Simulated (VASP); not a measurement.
A run of VASP 6.6.1:

POSCAR

```
HfO2
1.0
    5.0803194000      0.0000000000      0.0000000000
    0.0000000000      5.1648674500      0.0000000000
    0.0000000000      0.0000000000      4.8908836500
Hf O
4 8
Direct
    0.2225908200      0.7817995800      0.2720679400
    0.7225908200      0.7182004200      0.7279320600
    0.7774091800      0.2182004200      0.2720679400
    0.2774091800      0.2817995800      0.7279320600
    0.1868153200      0.1636487800      0.1045346200
    0.6868153200      0.3363512200      0.8954653800
    0.8131846800      0.8363512200      0.1045346200
    0.3131846800      0.6636487800      0.8954653800
    0.0000000000      0.5000000000      0.4890544500
    0.5000000000      0.0000000000      0.5109455500
    0.0000000000      0.0000000000      0.5756249900
    0.5000000000      0.5000000000      0.4243750100
```

INCAR.step1

```
PREC = Accurate ; ENCUT = 520
ISMEAR = -1 ; SIGMA = 0.05
LREAL = False ; LASPH = True
NELM = 80 ; NBANDS = 56
GGA = PE ; ALGO = Normal
EDIFF = 1E-4 ; LWAVE = True
LCHARG = False
```

File INCAR.step2:

```
PREC = Accurate ; ENCUT = 520
EDIFF = 1E-6 ; ISMEAR = -1
SIGMA = 0.05 ; LREAL = False
LASPH = True ; NELM = 80
ALGO = Normal ; ISIF = 2
LWAVE = False ; LCHARG = True
METAGGA = R2SCAN ; LMIXTAU = True
LELF = True ; LVHAR = True
NBANDS = 56 ; ISTART = 1
```

File KPOINTS:

```
regular mesh
0
Gamma
  4 4 5
```

Potentials or basis: VASP PAW PBE potentials, release 64 (Hf_pv, O).

Command:

```sh
$ cat potpaw_PBE.64/Hf_pv/POTCAR potpaw_PBE.64/O/POTCAR > POTCAR
$ cp INCAR.step1 INCAR
$ mpirun -np 1 vasp_std > vasp.out
$ cp INCAR.step2 INCAR
$ mpirun -np 1 vasp_std > vasp.out
```

Hardware: 1 thread of Intel Xeon 8259CL, with other jobs on the host.

Question: Estimate the wall time of this run.

Answer: It took 21 min on 1 thread of Intel Xeon 8259CL, with other jobs on the host, peak memory 0.33 GiB. Counts: k points 27.
